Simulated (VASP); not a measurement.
# Ti (Im-3m) in VASP: further runs

Runs on Ti. Level: LDA. Tasks: single point, relaxation of cell and atoms.

Everything below comes from runs of VASP 6.6.1. Logs are shortened: lines on timing, memory, paths and dates and some standing lists are left out, and cuts for length are marked.

**1. The cell of the first run**

Symmetry: Im-3m, No. 229, cubic system. The conventional cell has a = 3.169 Å, b = 3.169 Å, c = 3.169 Å, α = 90.00°, β = 90.00°, γ = 90.00°. Within 3.6 Å of Ti (site symmetry m-3m) lie 14 Ti at 2.74 to 3.17 Å.

**2. Single point, LDA**

INCAR

```
SYSTEM = Ti
  PREC = Accurate
  ENCUT = 520
  EDIFF = 1E-6
  ISMEAR = -1
  SIGMA = 0.1
  LREAL = .False.
  LASPH = .True.
  NELM = 80
  ALGO = Normal
  ISIF = 2
  LWAVE = .False.
  LCHARG = .False.
  GGA = CA
  NBANDS = 12
```

KPOINTS

```
regular mesh
0
Gamma
  13 13 13
  0 0 0
```

POSCAR

```
Ti
1.0
   -1.5844836356      1.5844836356      1.5844836356
    1.5844836356     -1.5844836356      1.5844836356
    1.5844836356      1.5844836356     -1.5844836356
Ti
1
Direct
    0.0000000000      0.0000000000      0.0000000000
```

Potentials or basis: VASP PAW LDA potentials, release 64 (Ti_sv).

Run with:

```bash
$ cat potpaw_LDA.64/Ti_sv/POTCAR > POTCAR
$ mpirun -np 1 vasp_std > vasp.out
```

OUTCAR:

```text
SYSTEM = Ti
   PREC = Accurate
   ENCUT = 520
   EDIFF = 1E-6
   ISMEAR = -1
   LREAL = .False.
   LASPH = .True.
   NELM = 80
   ISIF = 2
   GGA = CA

 ion  position               nearest neighbor table
   1  0.000  0.000  0.000-

  LATTYP: Found a body centered cubic cell.
 ALAT       =     3.1689672712

  Lattice vectors:

 A1 = (  -1.5844836356,   1.5844836356,   1.5844836356)
 A2 = (   1.5844836356,  -1.5844836356,   1.5844836356)
 A3 = (   1.5844836356,   1.5844836356,  -1.5844836356)

Analysis of symmetry for initial positions (statically):
=====================================================================
 Subroutine PRICEL returns:
 Original cell was already a primitive cell.

 Routine SETGRP: Setting up the symmetry group for a
 body centered cubic supercell.

 Subroutine GETGRP returns: Found 48 space group operations
 (whereof 48 operations were pure point group operations)
 out of a pool of 48 trial point group operations.

The static configuration has the point symmetry O_h .

Analysis of symmetry for dynamics (positions and initial velocities):
=====================================================================
 Subroutine PRICEL returns:
 Original cell was already a primitive cell.

 Routine SETGRP: Setting up the symmetry group for a
 body centered cubic supercell.

 Subroutine GETGRP returns: Found 48 space group operations
 (whereof 48 operations were pure point group operations)
 out of a pool of 48 trial point group operations.

The dynamic configuration has the point symmetry O_h .

 Subroutine INISYM returns: Found 48 space group operations
 (whereof 48 operations are pure point group operations),
 and found     1 'primitive' translations

----------------------------------------------------------------------------------------

                                     Primitive cell

  volume of cell :      15.9119

  direct lattice vectors                    reciprocal lattice vectors
    -1.584483636  1.584483636  1.584483636     0.000000000  0.315560217  0.315560217
     1.584483636 -1.584483636  1.584483636     0.315560217  0.000000000  0.315560217
     1.584483636  1.584483636 -1.584483636     0.315560217  0.315560217  0.000000000

  length of vectors
     2.744406161  2.744406161  2.744406161     0.446269539  0.446269539  0.446269539

  position of ions in fractional coordinates (direct lattice)
     0.000000000  0.000000000  0.000000000
[... 81 lines left out ...]
   NFREE  =      0    steps in history (QN), initial steepest desc. (CG)
   ISIF   =      2    stress and relaxation
   ISYM   =      2    0-nonsym 1-usesym 2-fastsym
   POTIM  = 0.5000    time-step for ionic-motion
   TEBEG  =    0.0;   TEEND  =   0.0 temperature during run
   PSTRESS=    0.0 pullay stress
   NELECT =      12.0000    total number of electrons
   NUPDOWN=      -1.0000    fix difference up-down
   EMIN   =  10.00;   EMAX   =-10.00  energy-range for DOS
   EFERMI =   0.00;   METHOD = LEGACY
   ISMEAR =    -1;   SIGMA  =   0.10  broadening in eV -4-tet -1-fermi 0-gaus
   EFERMI_NEDOS =   21; number of points for ismear=-14 and -15
   IALGO  =     38    algorithm
   IMIX   =      4    mixing-type and parameters
     AMIX     =   0.40;   BMIX     =  1.00
     AMIX_MAG =   1.60;   BMIX_MAG =  1.00
  volume/ion in A,a.u.               =      15.91       107.38
  Fermi-wavevector in a.u.,A,eV,Ry     =   1.490141  2.815959 30.212029  2.220521
  Thomas-Fermi vector in A             =   2.602961
   LORBIT       =      0    0 simple, 1 ext, 2 COOP (PROOUT), +10 PAW based schemes
   GGA     = CA    functional components
   LHFCALC =     F    Hartree Fock is set to
   AEXX    =    0.0000 exact exchange contribution
   IVDW    =     0    specifies the selected vdW correction
   LEPSILON=     F    determine dielectric tensor
   LRPA    =     F    only Hartree local field effects (RPA)
 non-spin polarized calculation
  energy-cutoff  :      520.00
  volume of cell :       15.91
 maximum number of plane-waves:       442
   NGX = 11   NGY = 11   NGZ = 11

 number of electron      11.9999999 magnetization

 Free energy of the ion-electron system (eV)
  ---------------------------------------------------
  ext. energy  EPLUGINS =         0.00000000
  ---------------------------------------------------
  free energy    TOTEN  =        -8.49457095 eV

  energy without entropy =       -8.42654420  energy(sigma->0) =       -8.46055758

 E-fermi :   8.7865     XC(G=0): -12.2046

 val. band max:        8.7833590814   @ k =   0.2308   0.2308   0.0000
 cond. band min:       8.7881131459   @ k =   0.3077   0.2308   0.0000
 fundamental gap:      0.0047540645
 Fermi energy:         8.7864989125

 k-point     1 :       0.0000    0.0000    0.0000
  band No.  band energies     occupation
      1     -46.8876      2.00000
      2     -22.9902      2.00000
      3     -22.9902      2.00000
      4     -22.9902      2.00000
      5       2.7442      2.00000
      6       9.8092      0.00007
      7       9.8092      0.00007
      8       9.8092      0.00007
      9      11.7858      0.00000
     10      11.7858      0.00000
     11      26.9061      0.00000
     12      26.9061      0.00000
[... 331 lines left out ...]
 k-point    24 :       0.2308    0.0769    0.0769
  band No.  band energies     occupation
      1     -46.7450      2.00000
      2     -23.6424      2.00000
      3     -23.1841      2.00000
      4     -23.0406      2.00000
      5       5.8059      2.00000
      6       8.5597      1.81244
      7       8.7685      1.08983
      8      11.6659      0.00000
      9      11.9889      0.00000
     10      12.7291      0.00000
     11      22.1393      0.00000
     12      23.8365      0.00000

 [... further k-points ...]

------------------------ aborting loop because EDIFF is reached ----------------------------------------

  FORCE on cell =-STRESS in cart. coord.  units (eV):
  Direction    XX          YY          ZZ          XY          YZ          ZX
  --------------------------------------------------------------------------------------
  -------------------------------------------------------------------------------------
  Total       -0.0145192     -0.0145192     -0.0145192     -0.0000000      0.0000000      0.0000000
  in kB       -1.4619418     -1.4619418     -1.4619418     -0.0000000      0.0000000      0.0000000
  external PRESSURE =      -1.4619418 kB  Pullay stress =       0.0000000 kB

 VOLUME and BASIS-vectors are now :
 -----------------------------------------------------------------------------
  energy-cutoff  :      520.00
  volume of cell :       15.91
      direct lattice vectors                 reciprocal lattice vectors
    -1.584483636  1.584483636  1.584483636     0.000000000  0.315560217  0.315560217
     1.584483636 -1.584483636  1.584483636     0.315560217  0.000000000  0.315560217
     1.584483636  1.584483636 -1.584483636     0.315560217  0.315560217  0.000000000

 POSITION                                       TOTAL-FORCE (eV/Angst)
 -----------------------------------------------------------------------------------
      0.00000      0.00000      0.00000        -0.000000      0.000000     -0.000000
 -----------------------------------------------------------------------------------
    total drift:                                0.000000     -0.000000      0.000000

  FREE ENERGIE OF THE ION-ELECTRON SYSTEM (eV)
  ---------------------------------------------------
  free  energy   TOTEN  =        -8.4945709509 eV

  energy  without entropy=       -8.4265442013  energy(sigma->0) =       -8.46055758
```

OSZICAR:

```text
N       E                     dE             d eps       ncg     rms          rms(c)
DAV:   1     0.861456637739E+02    0.86146E+02   -0.64882E+03  2032   0.123E+03
DAV:   2    -0.520414492307E+01   -0.91350E+02   -0.88935E+02  2048   0.297E+02
DAV:   3    -0.930124622587E+01   -0.40971E+01   -0.40559E+01  2772   0.639E+01
DAV:   4    -0.939080676589E+01   -0.89561E-01   -0.89441E-01  2280   0.804E+00
DAV:   5    -0.939301021563E+01   -0.22034E-02   -0.22034E-02  2368   0.112E+00    0.879E+00
DAV:   6    -0.849195253542E+01    0.90106E+00   -0.19772E+00  2184   0.203E+01    0.237E+00
DAV:   7    -0.848427790738E+01    0.76746E-02   -0.77473E-02  2404   0.299E+00    0.132E+00
DAV:   8    -0.849416796703E+01   -0.98901E-02   -0.40376E-02  2096   0.242E+00    0.122E-01
DAV:   9    -0.849453563576E+01   -0.36767E-03   -0.26656E-03  2496   0.513E-01    0.810E-02
DAV:  10    -0.849458313190E+01   -0.47496E-04   -0.35722E-04  2160   0.215E-01    0.179E-02
DAV:  11    -0.849457184876E+01    0.11283E-04   -0.36433E-05  2240   0.918E-02    0.103E-02
DAV:  12    -0.849457095086E+01    0.89790E-06   -0.24655E-06  2200   0.162E-02
   1 F= -.84945710E+01 E0= -.84605576E+01  d E =-.680267E-01
```

It took 10 s on 1 thread of Intel Xeon 6975P-C, shared host; peak memory 0.13 GiB.

What came out:

| Item | Value |
| --- | --- |
| Free energy | -8.4946 eV |
| Pressure | -0.1 GPa |
| Band gap on the k mesh | zero (band 6 reaches 9.81 eV, above the bottom of band 7 at 8.25 eV) |

**3. Relaxation of cell and atoms, LDA**

This run uses another cell than the first one, of 17.68 Å³/atom, 1.111 times its volume.

INCAR

```
SYSTEM = Ti
PREC = Accurate ; ENCUT = 600
EDIFF = 1E-6 ; ISMEAR = -1
SIGMA = 0.1 ; LREAL = .False.
LASPH = .True. ; NELM = 100
ALGO = Normal ; ISIF = 3
LWAVE = .False. ; LCHARG = .False.
GGA = CA ; IBRION = 2
NSW = 80 ; EDIFFG = -0.05
```

KPOINTS is that of step 2.

POSCAR

```
Ti
1.0
   -1.6410000000      1.6410000000      1.6410000000
    1.6410000000     -1.6410000000      1.6410000000
    1.6410000000      1.6410000000     -1.6410000000
Ti
1
Direct
    0.0000000000      0.0000000000      0.0000000000
```

Potentials or basis: VASP PAW LDA potentials, release 64 (Ti_sv).

Run with:

```bash
$ cat potpaw_LDA.64/Ti_sv/POTCAR > POTCAR
$ mpirun -np 1 vasp_std > vasp.out
```

It took 30 s on 1 thread of Intel Xeon 6975P-C, shared host; peak memory 0.15 GiB.

It converged, with:

| Item | Value |
| --- | --- |
| Free energy | -8.4950 eV |
| Relaxed volume | 15.89 Å³/atom |
| Relaxed cell | a = 2.743 Å, b = 2.743 Å, c = 2.743 Å, α = 109.47°, β = 109.47°, γ = 109.47° |
| Space group after relaxing (to 0.05 Å) | Im-3m (No. 229) |
| Energy gained by relaxing | 63.4 meV/atom |
| Ionic steps | 3 |
| Pressure after relaxing | 0.0 GPa |
| Band gap on the k mesh | zero (band 6 reaches 9.83 eV, above the bottom of band 7 at 8.27 eV) |

The path:
```tsv
step	energy change (eV)	largest force (eV/Å)	pressure (GPa)	volume (Å³)
1	0.0000	0.0000	-10.47	17.68
2	-0.0381	0.0000	8.52	14.88
3	-0.0634	0.0000	0.02	15.89
```

Final structure:
```
Ti
1.0
    -1.58370    1.58370    1.58370
     1.58370   -1.58370    1.58370
     1.58370    1.58370   -1.58370
Ti
1
Direct
  0.00000 0.00000 0.00000
```

Levels at points of the mesh, in eV from the Fermi level:
```tsv
k point	band 3	band 4	band 5	band 6	band 7	band 8	band 9	band 10
(0.00, 0.00, 0.00)	-31.77	-31.77	-6.05	1.02	1.02	1.02	3.00	3.00
```

Caveat: the volume moved by -10 % from the deposited cell, more than functionals usually miss. LDA usually gives volumes a few per cent too small.
